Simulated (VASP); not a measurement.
# ZrH4 (Cmmm) in VASP: relaxation of cell and atoms with PBE

Aim: the relaxation of cell and atoms of ZrH4 with PBE.

Everything below comes from runs of VASP 6.6.1. Logs are shortened: lines on timing, memory, paths and dates and some standing lists are left out, and cuts for length are marked.

**1. The cell of the first run**

The structure is orthorhombic, space group Cmmm (No. 65). Conventional cell: a = 3.754 Å, b = 6.038 Å, c = 3.529 Å, α = 90.00°, β = 90.00°, γ = 90.00°. Zr (site symmetry mmm) has 10 H at 1.99 to 2.11 Å within 2.6 Å. Within 2.6 Å of H (site symmetry m2m) lie 7 H at 1.94 to 2.23 Å and 3 Zr at 2.05 to 2.11 Å. Within 2.4 Å of H (site symmetry 2mm) lie 6 H at 1.84 to 2.23 Å and 2 Zr at 1.99 Å.

**2. Relaxation of cell and atoms, PBE (atoms taken out)**

The input, INCAR:

```
ALGO     = Normal         # electronic algorithm
EDIFF    = 1E-6           # SCF threshold, eV
EDIFFG   = -0.01          # ionic threshold
ENCUT    = 600            # plane-wave cutoff, eV
GGA      = PE             # functional
IBRION   = 2              # ionic algorithm
ISIF     = 3              # what is computed and relaxed
ISMEAR   = 0              # smearing method
LASPH    = True           # aspherical terms in the spheres
LCHARG   = False          # write CHGCAR
LREAL    = False          # projectors in reciprocal space
LWAVE    = False          # write WAVECAR
NELM     = 60             # most SCF steps
NSW      = 100            # ionic steps
PREC     = Accurate       # precision mode
SIGMA    = 0.1            # smearing width, eV
```

The input, KPOINTS:

```
k-points
0
Gamma
  12 12 10
```

The input, POSCAR:

```
ZrH4
1.0
    1.8771636077     -3.0191778193      0.0000000000
    1.8771636077      3.0191778193      0.0000000000
    0.0000000000      0.0000000000      3.5293110387
Zr H
1 4
Direct
    0.0000000000      0.0000000000      0.0000000000
    0.6605525605      0.3394474395      0.0000000000
    0.3394474395      0.6605525605      0.0000000000
    0.7549914002      0.7549914002      0.5000000000
    0.2450085998      0.2450085998      0.5000000000
```

Potentials or basis: VASP PAW PBE potentials, release 64 (Zr_sv, H).

Command:

```console
> cat potpaw_PBE.64/Zr_sv/POTCAR potpaw_PBE.64/H/POTCAR > POTCAR
> mpirun -np 1 vasp_std > vasp.out
```

OUTCAR:

```text
EDIFF = 1E-6
   EDIFFG = -0.01
   ENCUT = 600
   GGA = PE
   IBRION = 2
   ISIF = 3
   ISMEAR = 0
   LASPH = True
   LREAL = False
   NELM = 60
   NSW = 100
   PREC = Accurate

 ion  position               nearest neighbor table
   1  0.000  0.000  0.000-   4 1.99   5 1.99   4 1.99   5 1.99   2 2.05   3 2.05   2 2.11   3 2.11
                             2 2.11   3 2.11
   2  0.661  0.339  0.000-   1 2.05   1 2.11   1 2.11
   3  0.339  0.661  0.000-   1 2.05   1 2.11   1 2.11
   4  0.755  0.755  0.500-   1 1.99   1 1.99
   5  0.245  0.245  0.500-   1 1.99   1 1.99

  LATTYP: Found a base centered orthorhombic cell.
 ALAT       =     3.7543272154
 B/A-ratio  =     1.6083722308
 C/A-ratio  =     0.9400648468

  Lattice vectors:

 A1 = (   1.8771636077,  -3.0191778193,   0.0000000000)
 A2 = (   1.8771636077,   3.0191778193,   0.0000000000)
 A3 = (   0.0000000000,   0.0000000000,   3.5293110387)

Analysis of symmetry for initial positions (statically):
=====================================================================
 Subroutine PRICEL returns:
 Original cell was already a primitive cell.

 Routine SETGRP: Setting up the symmetry group for a
 base centered orthorhombic supercell.

 Subroutine GETGRP returns: Found  8 space group operations
 (whereof  8 operations were pure point group operations)
 out of a pool of  8 trial point group operations.

The static configuration has the point symmetry D_2h.

Analysis of symmetry for dynamics (positions and initial velocities):
=====================================================================
 Subroutine PRICEL returns:
 Original cell was already a primitive cell.

 Routine SETGRP: Setting up the symmetry group for a
 base centered orthorhombic supercell.

 Subroutine GETGRP returns: Found  8 space group operations
 (whereof  8 operations were pure point group operations)
 out of a pool of  8 trial point group operations.

The dynamic configuration has the point symmetry D_2h.

 Subroutine INISYM returns: Found  8 space group operations
 (whereof  8 operations are pure point group operations),
 and found     1 'primitive' translations

----------------------------------------------------------------------------------------

                                     Primitive cell

  volume of cell :      40.0047

[... 112 lines left out ...]
   IMIX   =      4    mixing-type and parameters
     AMIX     =   0.40;   BMIX     =  1.00
     AMIX_MAG =   1.60;   BMIX_MAG =  1.00
  volume/ion in A,a.u.               =       8.00        53.99
  Fermi-wavevector in a.u.,A,eV,Ry     =   1.206178  2.279345 19.794630  1.454864
  Thomas-Fermi vector in A             =   2.341852
   LORBIT       =      0    0 simple, 1 ext, 2 COOP (PROOUT), +10 PAW based schemes
   GGA     = PE    functional components
   LHFCALC =     F    Hartree Fock is set to
   AEXX    =    0.0000 exact exchange contribution
   IVDW    =     0    specifies the selected vdW correction
   LEPSILON=     F    determine dielectric tensor
   LRPA    =     F    only Hartree local field effects (RPA)
 conjugate gradient relaxation of ions
 non-spin polarized calculation
 Gauss-broadening in eV      SIGMA  =   0.10
  energy-cutoff  :      600.00
  volume of cell :       40.00
 maximum number of plane-waves:      1352
   NGX = 15   NGY = 15   NGZ = 15

--------------------------------------- Ionic step        1  -------------------------------------------

 number of electron      16.0000002 magnetization

 Free energy of the ion-electron system (eV)
  ---------------------------------------------------
  ext. energy  EPLUGINS =         0.00000000
  ---------------------------------------------------
  free energy    TOTEN  =       -22.53722880 eV

  energy without entropy =      -22.53368114  energy(sigma->0) =      -22.53545497

------------------------ aborting loop because EDIFF is reached ----------------------------------------

  FORCE on cell =-STRESS in cart. coord.  units (eV):
  Direction    XX          YY          ZZ          XY          YZ          ZX
  --------------------------------------------------------------------------------------
  -------------------------------------------------------------------------------------
  Total       -0.1930047      0.0550652      0.1886365     -0.0000000      0.0000000      0.0000000
  in kB       -7.7297916      2.2053490      7.5548437     -0.0000000      0.0000000      0.0000000
  external PRESSURE =       0.6768004 kB  Pullay stress =       0.0000000 kB
[... 221 lines left out ...]
--------------------------------------- Ionic step        7  -------------------------------------------

 number of electron      16.0000002 magnetization

 Free energy of the ion-electron system (eV)
  ---------------------------------------------------
  ext. energy  EPLUGINS =         0.00000000
  ---------------------------------------------------
  free energy    TOTEN  =       -22.53831438 eV

  energy without entropy =      -22.53461367  energy(sigma->0) =      -22.53646403

 E-fermi :   4.9967     XC(G=0): -10.1438

 val. band max:        4.9929178578   @ k =   0.5000   0.5000   0.1000
 cond. band min:       4.9969428933   @ k =  -0.2500   0.0833   0.1000
 fundamental gap:      0.0040250355
 Fermi energy:         4.9967023682

 k-point     1 :       0.0000    0.0000    0.0000
  band No.  band energies     occupation
      1     -44.1535      2.00000
      2     -22.1615      2.00000
      3     -22.0260      2.00000
      4     -21.9981      2.00000
      5      -4.0694      2.00000
      6      -0.2824      2.00000
      7       4.8592      1.94814
      8       5.1735      0.01239
      9       5.4295      0.00000
     10       6.7909      0.00000
     11       7.6758      0.00000
     12       8.2138      0.00000
[... 331 lines left out ...]
 k-point    24 :      -0.4167    0.1667    0.0000
  band No.  band energies     occupation
      1     -44.1316      2.00000
      2     -22.3823      2.00000
      3     -22.1279      2.00000
      4     -21.9741      2.00000
      5      -2.1050      2.00000
      6       0.3407      2.00000
      7       0.7395      2.00000
      8       5.2961      0.00002
      9       6.3688      0.00000
     10       7.4649      0.00000
     11       7.5163      0.00000
     12      10.0567      0.00000

 [... further k-points ...]

------------------------ aborting loop because EDIFF is reached ----------------------------------------

  FORCE on cell =-STRESS in cart. coord.  units (eV):
  Direction    XX          YY          ZZ          XY          YZ          ZX
  --------------------------------------------------------------------------------------
  -------------------------------------------------------------------------------------
  Total        0.0132257      0.0344145      0.0130957     -0.0000000      0.0000000      0.0000000
  in kB        0.5303426      1.3800029      0.5251297     -0.0000000      0.0000000      0.0000000
  external PRESSURE =       0.8118251 kB  Pullay stress =       0.0000000 kB
[... 20 lines left out ...]
  FREE ENERGIE OF THE ION-ELECTRON SYSTEM (eV)
  ---------------------------------------------------
  free  energy   TOTEN  =       -22.5383143831 eV

  energy  without entropy=      -22.5346136733  energy(sigma->0) =      -22.53646403

 reached required accuracy - stopping structural energy minimisation
```

Wall time 2.6 min (1 thread of Intel Xeon 6975P-C (Granite Rapids), shared host); peak memory 0.29 GiB.

Results:

```
Free energy                           : -22.5383 eV
Relaxed volume                        : 7.99 Å³/atom
Relaxed cell                          : a = 3.554 Å, b = 3.554 Å, c = 3.540 Å, α = 90.00°, β = 90.00°, γ = 116.67°
Space group after relaxing (to 0.1 Å) : Cmmm (No. 65)
Energy gained by relaxing             : 0.2 meV/atom
Ionic steps                           : 7
Pressure after relaxing               : 0.1 GPa
Largest force after relaxing          : 0.009 eV/Å
Band gap on the k mesh                : zero (bands 8 and 9 overlap by 2.35 eV)
```

Forces in eV/Å, atoms in the order of the input:
```
Zr   0.000  0.000  0.000
H    0.000 -0.009  0.000
H    0.000  0.009  0.000
H   -0.005  0.000  0.000
H    0.005  0.000  0.000
```

The path:
```
step  energy change (eV)  largest force (eV/Å)  pressure (GPa)  volume (Å³)
   1              0.0000                0.0307            0.07        40.00
   2             -0.0007                0.0172           -0.05        40.02
   3             -0.0009                0.0129           -0.15        40.04
   4             -0.0009                0.0158           -0.17        40.04
   5             -0.0010                0.0148           -0.02        39.99
   6             -0.0010                0.0140            0.11        39.94
   7             -0.0011                0.0086            0.08        39.96
```

Final structure:
```
Zr H
1.0
     1.86565   -3.02483    0.00000
     1.86565    3.02483    0.00000
     0.00000    0.00000    3.54006
Zr H
1 4
Direct
  0.00000 0.00000 0.00000
  0.66064 0.33936 0.00000
  0.33936 0.66064 0.00000
  0.75379 0.75379 0.50000
  0.24621 0.24621 0.50000
```

Caveat: the cell differs from its parent crystal (atoms taken out).
